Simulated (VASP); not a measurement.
# Sn (C2/m) in VASP: single point with PBEsol

Aim: the single point of Sn with PBEsol.

Everything below comes from runs of VASP 6.6.1. Logs are shortened: lines on timing, memory, paths and dates and some standing lists are left out, and cuts for length are marked.

**1. The cell of the first run**

Symmetry: C2/m, No. 12, monoclinic system. Conventional cell: a = 6.565 Å, b = 3.790 Å, c = 5.809 Å, α = 90.00°, β = 111.49°, γ = 90.00°. Within 2.9 Å of Sn (site symmetry m) lie 3 Sn at 2.19 Å.

**2. Single point, PBEsol (C replaced by Sn, lengths x 1.497, strained)**

INCAR

```
PREC     = Accurate       # precision mode
ENCUT    = 500            # plane-wave cutoff, eV
EDIFF    = 1E-6           # SCF threshold, eV
ISMEAR   = 0              # smearing method
SIGMA    = 0.1            # smearing width, eV
LREAL    = False          # projectors in reciprocal space
LASPH    = True           # aspherical terms in the spheres
NELM     = 120            # most SCF steps
ALGO     = Normal         # electronic algorithm
ISIF     = 2              # what is computed and relaxed
LWAVE    = False          # write WAVECAR
LCHARG   = True           # write CHGCAR
GGA      = PS             # functional
LELF     = True           # ELF
LVHAR    = True         
NBANDS   = 21             # bands
GGA_COMPAT= False
```

KPOINTS

```
Automatic mesh
0
Gamma
  14 14 8
```

POSCAR

```
Sn
1.0
    3.2824408466     -1.8952314979      0.0000000000
    3.2824408466      1.8952314979      0.0000000000
   -2.1278951136      0.0000000000      5.4048431211
Sn
2
Direct
    0.8333555300      0.8333555300      0.0000930400
    0.1666444700      0.1666444700      0.9999069600
```

Potentials or basis: VASP PAW PBE potentials, release 64 (Sn_d).

On the command line:

```console
cat potpaw_PBE.64/Sn_d/POTCAR > POTCAR
mpirun -np 1 vasp_std > vasp.out
```

OUTCAR:

```text
PREC = Accurate
   ENCUT = 500
   EDIFF = 1E-6
   ISMEAR = 0
   LREAL = False
   LASPH = True
   NELM = 120
   ISIF = 2
   GGA = PS

 ion  position               nearest neighbor table
   1  0.833  0.833  0.000-   2 2.19   2 2.19   2 2.19
   2  0.167  0.167  1.000-   1 2.19   1 2.19   1 2.19

  LATTYP: Found a base centered monoclinic cell.
 ALAT       =     6.5648816932
 B/A-ratio  =     0.5773848141
 C/A-ratio  =     0.8848045598
 COS(beta)  =    -0.3663329314

  Lattice vectors:

 A1 = (   3.2824408466,  -1.8952314979,   0.0000000000)
 A2 = (   3.2824408466,   1.8952314979,   0.0000000000)
 A3 = (  -2.1278951136,   0.0000000000,   5.4048431211)

Analysis of symmetry for initial positions (statically):
=====================================================================
 Subroutine PRICEL returns:
 Original cell was already a primitive cell.

 Routine SETGRP: Setting up the symmetry group for a
 base centered monoclinic supercell.

 Subroutine GETGRP returns: Found  4 space group operations
 (whereof  4 operations were pure point group operations)
 out of a pool of  4 trial point group operations.

The static configuration has the point symmetry C_2h.

Analysis of symmetry for dynamics (positions and initial velocities):
=====================================================================
 Subroutine PRICEL returns:
 Original cell was already a primitive cell.

 Routine SETGRP: Setting up the symmetry group for a
 base centered monoclinic supercell.

 Subroutine GETGRP returns: Found  4 space group operations
 (whereof  4 operations were pure point group operations)
 out of a pool of  4 trial point group operations.

The dynamic configuration has the point symmetry C_2h.

 Subroutine INISYM returns: Found  4 space group operations
 (whereof  4 operations are pure point group operations),
 and found     1 'primitive' translations

----------------------------------------------------------------------------------------

                                     Primitive cell

  volume of cell :      67.2469

  direct lattice vectors                    reciprocal lattice vectors
[... 79 lines left out ...]
   ISTART =      0    job   : 0-new  1-cont  2-samecut
   ICHARG =      2    charge: 1-file 2-atom 10-const
   ISPIN  =      1    spin polarized calculation?
   LNONCOLLINEAR =      F non collinear calculations
   LSORBIT =      F    spin-orbit coupling
   LASPH  =      T    aspherical Exc in radial PAW
   ENCUT  =  500.0 eV  36.75 Ry    6.06 a.u.   6.91  6.91 10.59*2*pi/ulx,y,z
   NELM   =    120;   NELMIN=  2; NELMDL= -5     # of ELM steps
   EDIFF  = 0.1E-05   stopping-criterion for ELM
   LREAL  =      F    real-space projection
   EDIFFG = 0.1E-04   stopping-criterion for IOM
   NSW    =      0    number of steps for IOM
   IBRION =     -1    ionic relax: 0-MD 1-quasi-New 2-CG
   NFREE  =      0    steps in history (QN), initial steepest desc. (CG)
   ISIF   =      2    stress and relaxation
   ISYM   =      2    0-nonsym 1-usesym 2-fastsym
   POTIM  = 0.5000    time-step for ionic-motion
   TEBEG  =    0.0;   TEEND  =   0.0 temperature during run
   PSTRESS=    0.0 pullay stress
   NELECT =      28.0000    total number of electrons
   NUPDOWN=      -1.0000    fix difference up-down
   EMIN   =  10.00;   EMAX   =-10.00  energy-range for DOS
   EFERMI =   0.00;   METHOD = LEGACY
   ISMEAR =     0;   SIGMA  =   0.10  broadening in eV -4-tet -1-fermi 0-gaus
   EFERMI_NEDOS =   21; number of points for ismear=-14 and -15
   IALGO  =     38    algorithm
   IMIX   =      4    mixing-type and parameters
     AMIX     =   0.40;   BMIX     =  1.00
     AMIX_MAG =   1.60;   BMIX_MAG =  1.00
  volume/ion in A,a.u.               =      33.62       226.90
  Fermi-wavevector in a.u.,A,eV,Ry     =   1.222466  2.310126 20.332858  1.494423
  Thomas-Fermi vector in A             =   2.357612
   LORBIT       =      0    0 simple, 1 ext, 2 COOP (PROOUT), +10 PAW based schemes
   GGA     = PS    functional components
   LHFCALC =     F    Hartree Fock is set to
   AEXX    =    0.0000 exact exchange contribution
   IVDW    =     0    specifies the selected vdW correction
   LEPSILON=     F    determine dielectric tensor
   LRPA    =     F    only Hartree local field effects (RPA)
 non-spin polarized calculation
 Gauss-broadening in eV      SIGMA  =   0.10
  energy-cutoff  :      500.00
  volume of cell :       67.25
 maximum number of plane-waves:      1722
   NGX = 13   NGY = 13   NGZ = 21

 number of electron      28.0000001 magnetization

 Free energy of the ion-electron system (eV)
  ---------------------------------------------------
  ext. energy  EPLUGINS =         0.00000000
  ---------------------------------------------------
  free energy    TOTEN  =        -0.93577381 eV

  energy without entropy =       -0.93439413  energy(sigma->0) =       -0.93508397

 E-fermi :   5.8588     XC(G=0):  -8.4168

 val. band max:        5.8387875253   @ k =  -0.2857   0.3571   0.1250
 cond. band min:       5.8605819045   @ k =   0.0000   0.0000   0.5000
 fundamental gap:      0.0217943791
 Fermi energy:         5.8587551102

 k-point     1 :       0.0000    0.0000    0.0000
  band No.  band energies     occupation
      1     -17.7965      2.00000
      2     -17.5879      2.00000
      3     -17.5875      2.00000
      4     -17.2582      2.00000
      5     -17.2579      2.00000
      6     -16.7117      2.00000
[... 565 lines left out ...]
     20      15.6211      0.00000
     21      16.6385      0.00000

 [... further k-points ...]

------------------------ aborting loop because EDIFF is reached ----------------------------------------

  FORCE on cell =-STRESS in cart. coord.  units (eV):
  Direction    XX          YY          ZZ          XY          YZ          ZX
  --------------------------------------------------------------------------------------
  -------------------------------------------------------------------------------------
  Total       38.0194178     38.0270727     -0.1934144      0.0000000      0.0000000     -0.0011057
  in kB      905.8239137    906.0062951     -4.6081559      0.0000000      0.0000000     -0.0263434
  external PRESSURE =     602.4073510 kB  Pullay stress =       0.0000000 kB

 VOLUME and BASIS-vectors are now :
 -----------------------------------------------------------------------------
  energy-cutoff  :      500.00
  volume of cell :       67.25
      direct lattice vectors                 reciprocal lattice vectors
     3.282440847 -1.895231498  0.000000000     0.152325670 -0.263820014  0.059970852
     3.282440847  1.895231498  0.000000000     0.152325670  0.263820014  0.059970852
    -2.127895114  0.000000000  5.404843121     0.000000000  0.000000000  0.185019246

 POSITION                                       TOTAL-FORCE (eV/Angst)
 -----------------------------------------------------------------------------------
      5.47068      0.00000      0.00050         0.001291      0.000000      0.017651
     -1.03370      0.00000      5.40434        -0.001291      0.000000     -0.017651
 -----------------------------------------------------------------------------------
    total drift:                               -0.000000      0.000000      0.000000

  FREE ENERGIE OF THE ION-ELECTRON SYSTEM (eV)
  ---------------------------------------------------
  free  energy   TOTEN  =        -0.9357738124 eV

  energy  without entropy=       -0.9343941257  energy(sigma->0) =       -0.93508397
```

OSZICAR:

```text
N       E                     dE             d eps       ncg     rms          rms(c)
DAV:   1     0.244242914466E+03    0.24424E+03   -0.14729E+04 18382   0.192E+03
DAV:   2     0.261660891092E+02   -0.21808E+03   -0.21262E+03 18148   0.459E+02
DAV:   3    -0.721664697487E+00   -0.26888E+02   -0.26760E+02 20984   0.151E+02
DAV:   4    -0.162462270159E+01   -0.90296E+00   -0.90260E+00 20904   0.302E+01
DAV:   5    -0.165754694964E+01   -0.32924E-01   -0.32924E-01 26418   0.558E+00    0.744E+00
DAV:   6    -0.115847047758E+01    0.49908E+00   -0.18525E-01 22901   0.410E+00    0.424E+00
DAV:   7    -0.926195540678E+00    0.23227E+00   -0.42114E-01 22813   0.567E+00    0.311E-01
DAV:   8    -0.936123721325E+00   -0.99282E-02   -0.58602E-02 20246   0.239E+00    0.319E-01
DAV:   9    -0.935517449090E+00    0.60627E-03   -0.43099E-03 23581   0.596E-01    0.758E-02
DAV:  10    -0.935749164693E+00   -0.23172E-03   -0.88638E-04 19702   0.353E-01    0.264E-02
DAV:  11    -0.935772115017E+00   -0.22950E-04   -0.75234E-05 23879   0.719E-02    0.102E-02
DAV:  12    -0.935773141594E+00   -0.10266E-05   -0.14011E-05 19482   0.364E-02    0.238E-03
DAV:  13    -0.935773812374E+00   -0.67078E-06   -0.16534E-06 17756   0.104E-02
   1 F= -.93577381E+00 E0= -.93508397E+00  d E =-.137969E-02
```

stdout:

```text
POSCAR found type information on POSCAR Sn
 POSCAR found :  1 types and       2 ions
 scaLAPACK will be used
 -----------------------------------------------------------------------------
|                                                                             |
|                                                                             |
|     You enforced a specific xc type in the INCAR file but a different       |
|     I HOPE YOU KNOW WHAT YOU ARE DOING!                                     |
|                                                                             |
 -----------------------------------------------------------------------------

 LDA part: xc-table for (Slater+PW92), standard interpolation
 POSCAR, INCAR and KPOINTS ok, starting setup
 FFT: planning ... GRIDC
 FFT: planning ... GRID_SOFT
 FFT: planning ... GRID
 WAVECAR not read
 entering main loop
```

It took 4.4 min on 1 thread of Oxide Virtual Turin-like, shared host; peak memory 0.49 GiB.

What came out:

* Free energy: -0.9358 eV
* Pressure: 60.2 GPa
* Largest force: 0.018 eV/Å
* Band gap on the k mesh: zero (bands 14 and 15 overlap by 0.05 eV)

Forces on the atoms (eV/Å):
```
Sn   0.001  0.000  0.018
Sn  -0.001  0.000 -0.018
```

Caveat: the cell differs from its parent crystal (C replaced by Sn, lengths x 1.497, strained); the stress differs along the axes, from -0 to 91 GPa; the PAW data sets were made with another functional, which shifts forces and pressure a little; spin-orbit coupling is left out, which moves the levels of the heavy elements.

The gap in the log of VASP goes by the Fermi energy; the results here count the filled bands.